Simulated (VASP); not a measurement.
Set up this calculation in VASP 6.6.1, as the native input.

| Item | Value |
| --- | --- |
| Task | single point |
| Functional | LDA |
| Potentials or basis | VASP PAW LDA potentials, release 64 (K_sv, I) |
| Cutoff | 520 eV |
| k mesh | 6 × 6 × 6 |
| Occupations | gaussian, width 0.05 eV |
| Spin | no spin polarisation |
| Dipole correction | no |
| Further INCAR settings | ALGO = Normal; EDIFF = 1e-06; NBANDS = 15 |

The structure of KI lies in POSCAR:

```
KI
1.0
    0.0000000000      3.2744937442      3.4109309835
    3.2744937442      0.0000000000      3.4109309835
    3.2744937442      3.2744937442      0.0000000000
K I
1 1
Direct
    0.0000000000      0.0000000000      0.0000000000
    0.5000000000      0.5000000000      0.5000000000
```

This cell differs from its parent crystal: the cell strained.

One way to write it, as run:

INCAR

```
PREC = Accurate
ENCUT = 520
EDIFF = 1E-6
ISMEAR = 0
SIGMA = 0.05
LREAL = False
LASPH = True
NELM = 60
ALGO = Normal
ISIF = 2
LWAVE = False
LCHARG = False
NBANDS = 15
```

KPOINTS

```
Automatic mesh
0
Gamma
  6 6 6
```

Potentials or basis: VASP PAW LDA potentials, release 64 (K_sv, I).

Run with:

```sh
$ cat potpaw_LDA.64/K_sv/POTCAR potpaw_LDA.64/I/POTCAR > POTCAR
$ mpirun -np 1 vasp_std > vasp.out
```

It gave:

The pressure is 1.8 GPa. The band gap on the k mesh is 4.08 eV.

Caveat: the cell differs from its parent crystal (the cell strained); spin-orbit coupling is left out, which moves the levels of the heavy elements.

Wall time 77 s on 1 thread of Intel Xeon 8259CL (shared host), peak memory 0.19 GiB.
